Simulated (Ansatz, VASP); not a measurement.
## W3C: VASP beside Ansatz

Contents of INCAR:

```
PREC = Accurate
ENCUT = 520
EDIFF = 1E-7
ISMEAR = 0
SIGMA = 0.1
LREAL = False
LASPH = True
NELM = 80
ALGO = Normal
ISIF = 2
LWAVE = False
LCHARG = True
LDIPOL = True
IDIPOL = 3
DIPOL = 0.5 0.5 0.344
GGA = PE
LELF = True
LVHAR = True
LVACPOTAV = True
NBANDS = 31
```

File KPOINTS:

```
regular mesh
0
Gamma
  9 9 1
```

The input POSCAR:

```
W3C
1.0
    2.8545944806      0.0000000000      0.0000000000
   -1.4272972403      2.4721513377      0.0000000000
    0.0000000000      0.0000000000     21.6971108210
W C
3 1
Direct
    0.6666666667      0.3333333333      0.1843563428
    0.3333333333      0.6666666667      0.2926027619
    0.0000000000      0.0000000000      0.4008418859
    0.8888888889     -0.8888888889      0.4980898568
```

Input for Ansatz:

```yaml
crystal:
  lattice:
    - [2.8545944806, 0.0, 0.0]
    - [-1.4272972403, 2.4721513377, 0.0]
    - [0.0, 0.0, 21.697110821]
  atoms:
    - { symbol: W, position: [0.6666666667, 0.3333333333, 0.1843563428] }
    - { symbol: W, position: [0.3333333333, 0.6666666667, 0.2926027619] }
    - { symbol: W, position: [0.0, 0.0, 0.4008418859] }
    - { symbol: C, position: [0.8888888889, -0.8888888889, 0.4980898568] }
basis:
  ecutwfc: 420
kpoints:
  mp_grid: { grid: [9, 9, 1] }
hamiltonian:
  xc: pbe
scf:
  occupations: { method: gaussian, width: 0.1 }
output:
  forces: true
  eigenvalues: true
  write_density: true
  write_potential: true
  elf: true
  volumetric_format: npy
efield:
  axis: 3
  dipole_correction: true
  ramp_width: 0.04
```

Alike in both runs: task single point; functional PBE; k mesh 9 × 9 × 1; occupations gaussian, width 0.1 eV; no spin polarisation.

|  | VASP | Ansatz |
| --- | --- | --- |
| version | VASP 6.6.1 | Ansatz 0.2.0 |
| potentials or method | VASP PAW PBE potentials, release 64 (W_sv, C), cutoff 520 eV | scalar-relativistic, plane waves, PAW |
| valence electrons in the cell | 46 | 46 |

```tsv
	VASP	Ansatz	Ansatz less VASP
gap on the k mesh at the Fermi level (eV)	none	none	-
rms of the force components (eV/Å)	1.208	1.211	+0.0032
work function, face that differs most (eV)	5.02	5.02	-0.004
```

Atom by atom the forces differ by 0.011 eV/Å (rms over components). A gap of «none» marks a metal or a gap that the smearing closes. The functional is the same, so the differences come from potentials, cutoffs and numerics. Ansatz's warnings: xc potential rough in thin density.

Neither program's run includes spin-orbit coupling.
